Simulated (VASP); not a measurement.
SiO2, 9 atoms in the cell. The structure is hexagonal, space group P6_222 (No. 180). Conventional cell: a = 5.081 Å, b = 5.081 Å, c = 5.559 Å, α = 90.00°, β = 90.00°, γ = 120.00°. Si (site symmetry 222) has 4 O at 1.62 Å within 2.1 Å. O (site symmetry 2) has 2 Si at 1.62 Å within 2.1 Å. 

```yaml
Program: VASP 6.6.1
Task: relaxation of cell and atoms
Functional: PBEsol
Potentials_or_basis: VASP PAW PBE potentials, release 64 (Si, O)
Cutoff: 600 eV
k_mesh: 6 × 6 × 4
Occupations: gaussian, width 0.02 eV
Spin: no spin polarisation
Dipole_correction: no
Further_INCAR_settings: ALGO = Normal; EDIFF = 1e-06; IBRION = 2; EDIFFG = -0.005; NSW = 100; ISIF = 3
```

Potentials or basis: VASP PAW PBE potentials, release 64 (Si, O).

Run with:

```bash
$ cat potpaw_PBE.64/Si/POTCAR potpaw_PBE.64/O/POTCAR > POTCAR
$ mpirun -np 1 vasp_std > vasp.out
```

Hardware: 1 thread of AMD EPYC 9R45 96-Core Processor (Zen 5), with other jobs on the host.

How long does it take, and how much memory?

Wall time 100 s on 1 thread of AMD EPYC 9R45 96-Core Processor (Zen 5) (shared host), peak memory 0.28 GiB. Counts: scf iterations 25, k points 21, ion steps 3.
